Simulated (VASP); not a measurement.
**WC: single point with PBEsol**

WC:

```
CELL_PARAMETERS angstrom
0.00000 2.25448 2.07412
2.25448 0.00000 2.07412
2.25448 2.25448 0.00000
ATOMIC_POSITIONS crystal
W 0.00000 0.00000 0.00000
C 0.50000 0.50000 0.50000
```

This cell differs from its parent crystal: ratio of the length along z to the lengths across it x 0.92, volume and fractional coordinates fixed.

```json
{
  "Program": "VASP 6.6.1",
  "Task": "single point",
  "Functional": "PBEsol",
  "Potentials or basis": "VASP PAW PBE potentials, release 64 (W_sv, C)",
  "Cutoff": "520 eV",
  "k mesh": "20 × 20 × 20",
  "Occupations": "gaussian, width 0.15 eV",
  "Spin": "no spin polarisation"
}
```

```
Pressure               : -3.4 GPa
Band gap on the k mesh : zero (bands 9 and 10 overlap by 3.37 eV)
```

Stress tensor (GPa, compression positive):
```
-21.34   0.00   0.00
  0.00 -21.34   0.00
  0.00   0.00  32.47
```

Levels at points of the mesh, in eV from the Fermi level:
```csv
k point,band 5,band 6,band 7,band 8,band 9,band 10,band 11,band 12,band 13,band 14
"(0.00, 0.00, 0.00)",-15.77,-3.02,-3.02,-2.03,-1.43,-1.14,-1.14,-0.83,-0.71,7.09
"(0.50, 0.00, 0.00)",-11.06,-9.79,-6.68,-6.59,0.76,1.50,2.53,4.85,7.91,9.34
"(0.50, 0.50, 0.00)",-13.47,-5.80,-4.84,-2.84,-2.84,1.02,2.27,2.27,6.18,7.21
"(0.50, 0.00, 0.50)",-13.62,-5.86,-5.70,-2.36,-2.07,0.62,1.87,2.65,5.07,8.00
```

It took 50 s on 1 thread of Intel(R) Xeon(R) 6975P-C (Granite Rapids), with other jobs on the host, peak memory 0.32 GiB.

Caveat: the cell stands under tension; the PAW data sets were made with another functional, which shifts forces and pressure a little; spin-orbit coupling is left out, which moves the levels of the heavy elements.
